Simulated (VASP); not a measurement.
The system is Se.

```xyz
2
Lattice="0.0000 3.1670 3.1670 3.1670 0.0000 3.1670 3.1670 3.1670 0.0000" Properties=species:S:1:pos:R:3 pbc="T T T"
Se    0.7918    0.7918    0.7918
Se    5.5423    5.5423    5.5423
```

Base run:

```yaml
Program: VASP 6.6.1
Functional: HSE06
Potentials_or_basis: VASP PAW PBE potentials, release 64 (Se)
Cutoff: 520 eV
k_mesh: 5 × 5 × 5
Occupations: fermi-dirac, width 0.1 eV
Spin: no spin polarisation
```

Its results: band gap on the k mesh zero (band 6 reaches 2.14 eV, above the bottom of band 7 at 0.95 eV); pressure -1.9 GPa.

Task: The run is repeated on the same cell with these changes: functional from HSE06 to PBE; further incar settings from ALGO = Normal; EDIFF = 1e-06; NBANDS = 13 to ALGO = Normal; EDIFF = 1e-07; NBANDS = 13. What comes out?

Result: Band gap on the k mesh zero (band 6 reaches 2.23 eV, above the bottom of band 7 at 1.26 eV); pressure 0.0 GPa.

Caveats: the PAW data sets were made with another functional, which shifts forces and pressure a little (some runs).
